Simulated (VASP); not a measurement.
Wanted: the native input for a VASP 6.6.1 run.

```yaml
Task: single point
Functional: PBE
Potentials_or_basis: VASP PAW PBE potentials, release 64 (O, Hf_pv)
Cutoff: 520 eV
k_mesh: 2 × 3 × 3
Occupations: fermi-dirac, width 0.1 eV
Spin: no spin polarisation
Dipole_correction: no
Further_INCAR_settings: LREAL = Auto; ALGO = Normal; EDIFF = 1e-06; NBANDS = 102
```

The structure of Hf8O15 (a cell with a defect) lies in POSCAR:

```
Hf8O15
1.0
   10.3238020000      0.0000000000      0.0000000000
    0.0000000000      5.2301820000      0.0000000000
   -0.8660250000      0.0000000000      5.2585930000
O Hf
15 8
Direct
    0.2296248032      0.7585615567      0.4918403079
    0.2689791429      0.2563864890      0.0448652330
    0.2714232993      0.2542267172      0.5477571662
    0.2275059134      0.7460744196      0.9902947423
    0.0230588699      0.2888023782      0.3918734536
    0.4703253430      0.8200236627      0.1487228618
    0.4727924664      0.6811891058      0.6497627788
    0.0271167220      0.1677341247      0.8894670114
    0.7291734776      0.7349023418      0.4531550550
    0.7744473382      0.2513314068      0.0097548907
    0.7706160333      0.2268074036      0.5120017845
    0.7349981996      0.7402952708      0.9606153205
    0.5299031568      0.3168893549      0.3491565139
    0.9797642793      0.7153649720      0.5905296341
    0.5313245106      0.1775326365      0.8519246498
    0.1370551006      0.0376688612      0.2308452090
    0.3632481560      0.5438342299      0.3011668711
    0.3628707385      0.9576020490      0.7994661310
    0.1315861757      0.4599228096      0.7314391892
    0.6395124722      0.0390567670      0.2011941217
    0.8675960160      0.5365224384      0.2674293295
    0.8646986316      0.9474010656      0.7717634736
    0.6386463627      0.4501241066      0.6974747808
```

These files were run (other wordings do the same):

INCAR

```
ALGO = Normal ; EDIFF = 1E-6
ENCUT = 520 ; GGA = PE
ISIF = 2 ; ISMEAR = -1
LASPH = True ; LCHARG = False
LREAL = Auto ; LWAVE = False
NBANDS = 102 ; NELM = 80
PREC = Accurate ; SIGMA = 0.1
```

KPOINTS

```
k-points
0
Gamma
  2 3 3
```

Potentials or basis: VASP PAW PBE potentials, release 64 (O, Hf_pv).

The run is started by

```sh
$ cat potpaw_PBE.64/O/POTCAR potpaw_PBE.64/Hf_pv/POTCAR > POTCAR
$ mpirun -np 1 vasp_std > vasp.out
```

It gave:

```
Pressure               : -4.3 GPa
Largest force          : 0.795 eV/Å
Band gap on the k mesh : 1.17 eV
```

Caveat: spin-orbit coupling is left out, which moves the levels of the heavy elements.

Wall time 20 min on 1 thread of Intel Xeon 8259CL (shared host), peak memory 0.42 GiB.
